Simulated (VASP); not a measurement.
# IrRu5 (P-6m2) in VASP: further runs, part 2 of 3

VASP 6.6.1. The steps go on from the part before.

### 3 Single point, PBE

This run uses another cell than the first one, of 13.93 Å³/atom.

INCAR

```
PREC = Accurate
ENCUT = 520
EDIFF = 1E-6
ISMEAR = 0
SIGMA = 0.1
LREAL = F
LASPH = T
NELM = 60
ALGO = Normal
ISIF = 2
LWAVE = F
LCHARG = F
GGA = PE
NBANDS = 48
```

KPOINTS

```
regular mesh
0
Gamma
  6 6 2
```

POSCAR

```
IrRu5
1.0
    2.7474301043      0.0000000000      0.0000000000
   -1.3737150522      2.3793442655      0.0000000000
    0.0000000000      0.0000000000     12.7835219431
Ru Ir
5 1
Direct
    0.3333333333      0.6666666667      0.8307501358
    0.3333333333      0.6666666667      0.1692498642
    0.3333333333      0.6666666667      0.5000000000
    0.6666666667      0.3333333333      0.3334798196
    0.6666666667      0.3333333333      0.6665201804
    0.6666666667      0.3333333333      0.0000000000
```

Potentials or basis: VASP PAW PBE potentials, release 64 (Ru_pv, Ir).

Launch:

```console
$ cat potpaw_PBE.64/Ru_pv/POTCAR potpaw_PBE.64/Ir/POTCAR > POTCAR
$ mpirun -np 1 vasp_std > vasp.out
```

OUTCAR:

```text
PREC = Accurate
   ENCUT = 520
   EDIFF = 1E-6
   ISMEAR = 0
   LREAL = F
   LASPH = T
   NELM = 60
   ISIF = 2
   GGA = PE

 ion  position               nearest neighbor table
   1  0.333  0.667  0.831-   5 2.63   5 2.63   5 2.63   6 2.68   6 2.68   6 2.68
   2  0.333  0.667  0.169-   4 2.63   4 2.63   4 2.63   6 2.68   6 2.68   6 2.68
   3  0.333  0.667  0.500-   4 2.65   5 2.65   4 2.65   5 2.65   4 2.65   5 2.65
   4  0.667  0.333  0.333-   2 2.63   2 2.63   2 2.63   3 2.65   3 2.65   3 2.65
   5  0.667  0.333  0.667-   1 2.63   1 2.63   1 2.63   3 2.65   3 2.65   3 2.65
   6  0.667  0.333  0.000-   1 2.68   2 2.68   1 2.68   2 2.68   1 2.68   2 2.68

  LATTYP: Found a hexagonal cell.
 ALAT       =     2.7474301043
 C/A-ratio  =     4.6529016054

  Lattice vectors:

 A1 = (   2.7474301043,   0.0000000000,   0.0000000000)
 A2 = (  -1.3737150522,   2.3793442655,   0.0000000000)
 A3 = (   0.0000000000,   0.0000000000,  12.7835219431)

Analysis of symmetry for initial positions (statically):
=====================================================================
 Subroutine PRICEL returns:
 Original cell was already a primitive cell.

 Routine SETGRP: Setting up the symmetry group for a
 hexagonal supercell.

 Subroutine GETGRP returns: Found 12 space group operations
 (whereof 12 operations were pure point group operations)
 out of a pool of 24 trial point group operations.

The static configuration has the point symmetry D_3h.

Analysis of symmetry for dynamics (positions and initial velocities):
=====================================================================
 Subroutine PRICEL returns:
 Original cell was already a primitive cell.

 Routine SETGRP: Setting up the symmetry group for a
 hexagonal supercell.

 Subroutine GETGRP returns: Found 12 space group operations
 (whereof 12 operations were pure point group operations)
 out of a pool of 24 trial point group operations.

The dynamic configuration has the point symmetry D_3h.

 Subroutine INISYM returns: Found 12 space group operations
 (whereof 12 operations are pure point group operations),
 and found     1 'primitive' translations

----------------------------------------------------------------------------------------

                                     Primitive cell

  volume of cell :      83.5669

  direct lattice vectors                    reciprocal lattice vectors
     2.747430104  0.000000000  0.000000000     0.363976502  0.210141932  0.000000000
    -1.373715052  2.379344265  0.000000000     0.000000000  0.420283863  0.000000000
     0.000000000  0.000000000 12.783521943     0.000000000  0.000000000  0.078225704

  length of vectors
     2.747430104  2.747430104 12.783521943     0.420283863  0.420283863  0.078225704

  position of ions in fractional coordinates (direct lattice)
     0.333333333  0.666666667  0.830750136
     0.333333333  0.666666667  0.169249864
     0.333333333  0.666666667  0.500000000
     0.666666667  0.333333333  0.333479820
     0.666666667  0.333333333  0.666520180
     0.666666667  0.333333333  0.000000000

  ion indices of the primitive-cell ions
   primitive index   ion index
                 1           1
                 2           2
                 3           3
                 4           4
                 5           5
[... 36 lines left out ...]
  0.333333  0.333333  0.000000      2.000000
  0.000000  0.000000  0.500000      1.000000
  0.166667  0.000000  0.500000      6.000000
  0.333333  0.000000  0.500000      6.000000
  0.500000  0.000000  0.500000      3.000000
  0.166667  0.166667  0.500000      6.000000
  0.333333  0.166667  0.500000     12.000000
  0.333333  0.333333  0.500000      2.000000
   k-points           NKPTS =     14   k-points in BZ     NKDIM =     14   number of bands    NBANDS=     48
   number of dos      NEDOS =    301   number of ions     NIONS =      6
   total plane-waves  NPLWV =  38400
   dimension x,y,z NGX =    20 NGY =   20 NGZ =   96
   dimension x,y,z NGXF=    40 NGYF=   40 NGZF=  192
   ions per type =               5   1
   NGX,Y,Z   is equivalent  to a cutoff of  12.10, 12.10, 12.48 a.u.
   NGXF,Y,Z  is equivalent  to a cutoff of  24.20, 24.20, 24.97 a.u.
 SYSTEM =  unknown system
   PREC   = accura    normal or accurate (medium, high low for compatibility)
   ISTART =      0    job   : 0-new  1-cont  2-samecut
   ICHARG =      2    charge: 1-file 2-atom 10-const
   ISPIN  =      1    spin polarized calculation?
   LNONCOLLINEAR =      F non collinear calculations
   LSORBIT =      F    spin-orbit coupling
   LASPH  =      T    aspherical Exc in radial PAW
   ENCUT  =  520.0 eV  38.22 Ry    6.18 a.u.   5.11  5.11 23.77*2*pi/ulx,y,z
   NELM   =     60;   NELMIN=  2; NELMDL= -5     # of ELM steps
   EDIFF  = 0.1E-05   stopping-criterion for ELM
   LREAL  =      F    real-space projection
   EDIFFG = 0.1E-04   stopping-criterion for IOM
   NSW    =      0    number of steps for IOM
   IBRION =     -1    ionic relax: 0-MD 1-quasi-New 2-CG
   NFREE  =      0    steps in history (QN), initial steepest desc. (CG)
   ISIF   =      2    stress and relaxation
   ISYM   =      2    0-nonsym 1-usesym 2-fastsym
   POTIM  = 0.5000    time-step for ionic-motion
   TEBEG  =    0.0;   TEEND  =   0.0 temperature during run
   PSTRESS=    0.0 pullay stress
   NELECT =      79.0000    total number of electrons
   NUPDOWN=      -1.0000    fix difference up-down
   EMIN   =  10.00;   EMAX   =-10.00  energy-range for DOS
   EFERMI =   0.00;   METHOD = LEGACY
   ISMEAR =     0;   SIGMA  =   0.10  broadening in eV -4-tet -1-fermi 0-gaus
   EFERMI_NEDOS =   21; number of points for ismear=-14 and -15
   IALGO  =     38    algorithm
   IMIX   =      4    mixing-type and parameters
     AMIX     =   0.40;   BMIX     =  1.00
     AMIX_MAG =   1.60;   BMIX_MAG =  1.00
  volume/ion in A,a.u.               =      13.93        93.99
  Fermi-wavevector in a.u.,A,eV,Ry     =   1.606716  3.036252 35.123921  2.581535
  Thomas-Fermi vector in A             =   2.702859
   LORBIT       =      0    0 simple, 1 ext, 2 COOP (PROOUT), +10 PAW based schemes
   GGA     = PE    functional components
   LHFCALC =     F    Hartree Fock is set to
   AEXX    =    0.0000 exact exchange contribution
   IVDW    =     0    specifies the selected vdW correction
   LEPSILON=     F    determine dielectric tensor
   LRPA    =     F    only Hartree local field effects (RPA)
 non-spin polarized calculation
 Gauss-broadening in eV      SIGMA  =   0.10
  energy-cutoff  :      520.00
  volume of cell :       83.57
 maximum number of plane-waves:      2270
   NGX = 11   NGY = 11   NGZ = 47

 number of electron      79.0000005 magnetization

 Free energy of the ion-electron system (eV)
  ---------------------------------------------------
  ext. energy  EPLUGINS =         0.00000000
  ---------------------------------------------------
  free energy    TOTEN  =       -54.97921442 eV

  energy without entropy =      -54.94357067  energy(sigma->0) =      -54.96139254

 E-fermi :  12.2814     XC(G=0): -13.9817

 val. band max:       12.2606381990   @ k =   0.5000   0.0000   0.5000
 cond. band min:      12.3117311862   @ k =   0.3333   0.0000   0.5000
 fundamental gap:      0.0510929872
 Fermi energy:        12.2813993631

 k-point     1 :       0.0000    0.0000    0.0000
  band No.  band energies     occupation
      1     -31.4878      2.00000
      2     -31.3423      2.00000
      3     -31.0406      2.00000
      4     -30.7464      2.00000
      5     -30.6661      2.00000
      6     -30.6661      2.00000
[... 703 lines left out ...]
     47      18.9326      0.00000
     48      19.0860      0.00000

------------------------ aborting loop because EDIFF is reached ----------------------------------------

  FORCE on cell =-STRESS in cart. coord.  units (eV):
  Direction    XX          YY          ZZ          XY          YZ          ZX
  --------------------------------------------------------------------------------------
  -------------------------------------------------------------------------------------
  Total       -0.0096155     -0.0096155      0.0029438      0.0000000      0.0000000     -0.0000000
  in kB       -0.1843529     -0.1843529      0.0564398      0.0000000      0.0000000     -0.0000000
  external PRESSURE =      -0.1040887 kB  Pullay stress =       0.0000000 kB

 VOLUME and BASIS-vectors are now :
 -----------------------------------------------------------------------------
  energy-cutoff  :      520.00
  volume of cell :       83.57
      direct lattice vectors                 reciprocal lattice vectors
     2.747430104  0.000000000  0.000000000     0.363976502  0.210141932  0.000000000
    -1.373715052  2.379344265  0.000000000     0.000000000  0.420283863  0.000000000
     0.000000000  0.000000000 12.783521943     0.000000000  0.000000000  0.078225704

 POSITION                                       TOTAL-FORCE (eV/Angst)
 -----------------------------------------------------------------------------------
     -0.00000      1.58623     10.61991         0.000000      0.000000     -0.018937
     -0.00000      1.58623      2.16361         0.000000      0.000000      0.018937
     -0.00000      1.58623      6.39176        -0.000000     -0.000000     -0.000000
      1.37372      0.79311      4.26305        -0.000000      0.000000     -0.001635
      1.37372      0.79311      8.52048        -0.000000      0.000000      0.001635
      1.37372      0.79311      0.00000         0.000000      0.000000     -0.000000
 -----------------------------------------------------------------------------------
    total drift:                                0.000000     -0.000000      0.000000

  FREE ENERGIE OF THE ION-ELECTRON SYSTEM (eV)
  ---------------------------------------------------
  free  energy   TOTEN  =       -54.9792144151 eV

  energy  without entropy=      -54.9435706684  energy(sigma->0) =      -54.96139254
```

OSZICAR:

```text
N       E                     dE             d eps       ncg     rms          rms(c)
DAV:   1     0.999877146591E+03    0.99988E+03   -0.45970E+04  1344   0.180E+03
DAV:   2    -0.183278821121E+02   -0.10182E+04   -0.98475E+03  1400   0.571E+02
DAV:   3    -0.580186167894E+02   -0.39691E+02   -0.37289E+02  1640   0.115E+02
DAV:   4    -0.593302757896E+02   -0.13117E+01   -0.12677E+01  1552   0.197E+01
DAV:   5    -0.593759626501E+02   -0.45687E-01   -0.45578E-01  1816   0.350E+00    0.304E+01
DAV:   6    -0.622573718477E+02   -0.28814E+01   -0.40776E+01  1960   0.509E+01    0.329E+01
DAV:   7    -0.571110870754E+02    0.51463E+01   -0.38971E+01  1976   0.387E+01    0.141E+01
DAV:   8    -0.596722699520E+02   -0.25612E+01   -0.38498E+01  1800   0.350E+01    0.182E+01
DAV:   9    -0.550835379762E+02    0.45887E+01   -0.17205E+01  1904   0.245E+01    0.389E+00
DAV:  10    -0.551122436006E+02   -0.28706E-01   -0.17759E+00  1624   0.899E+00    0.360E+00
DAV:  11    -0.549916744906E+02    0.12057E+00   -0.32737E-01  1768   0.449E+00    0.180E+00
DAV:  12    -0.549829924673E+02    0.86820E-02   -0.25044E-02  1664   0.114E+00    0.107E+00
DAV:  13    -0.549800199590E+02    0.29725E-02   -0.12044E-02  1672   0.585E-01    0.323E-01
DAV:  14    -0.549793037512E+02    0.71621E-03   -0.18971E-03  1760   0.342E-01    0.163E-01
DAV:  15    -0.549792544708E+02    0.49280E-04   -0.43146E-04  1664   0.134E-01    0.942E-02
DAV:  16    -0.549792256630E+02    0.28808E-04   -0.67934E-05  1768   0.763E-02    0.526E-02
DAV:  17    -0.549792151012E+02    0.10562E-04   -0.35049E-05  1712   0.421E-02    0.117E-02
DAV:  18    -0.549792144151E+02    0.68604E-06   -0.34920E-06  1176   0.133E-02
   1 F= -.54979214E+02 E0= -.54961393E+02  d E =-.356437E-01
```

stdout:

```text
POSCAR found type information on POSCAR RuIr
 POSCAR found :  2 types and       6 ions
 scaLAPACK will be used
 LDA part: xc-table for (Slater+PW92), standard interpolation
 POSCAR, INCAR and KPOINTS ok, starting setup
 FFT: planning ... GRIDC
 FFT: planning ... GRID_SOFT
 FFT: planning ... GRID
 WAVECAR not read
 entering main loop
```

Wall time 84 s (1 thread of Intel Xeon 6975P-C (Granite Rapids), shared host); peak memory 0.21 GiB.

What came out:

* Free energy: -54.9792 eV
* Pressure: 0.0 GPa
* Largest force: 0.019 eV/Å
* Band gap on the k mesh: zero (an odd number of electrons rules out a gap without spin polarisation)

Forces on the atoms (eV/Å):
```
Ru   0.000  0.000 -0.019
Ru   0.000  0.000  0.019
Ru   0.000  0.000  0.000
Ru   0.000  0.000 -0.002
Ru   0.000  0.000  0.002
Ir   0.000  0.000  0.000
```

Levels at points of the mesh, in eV from the Fermi level:
```csv
k point,band 36,band 37,band 38,band 39,band 40,band 41,band 42,band 43
"(0.00, 0.00, 0.00)",-2.14,-1.90,-1.90,-1.87,-1.69,-0.63,-0.63,-0.57
"(0.50, 0.00, 0.00)",-0.09,0.89,1.12,1.17,1.18,1.25,1.30,1.37
"(0.00, 0.00, 0.50)",-2.25,-2.25,-1.53,-1.53,-1.35,-1.35,-0.14,0.14
"(0.50, 0.00, 0.50)",-0.02,0.08,0.78,0.82,1.15,1.20,1.30,1.33
```

Caveat: the k points lie up to 0.44 Å⁻¹ apart, too coarse for converged energies and pressures of a metal; spin-orbit coupling is left out, which moves the levels of the heavy elements.

(Continued in part 3 of 3.)
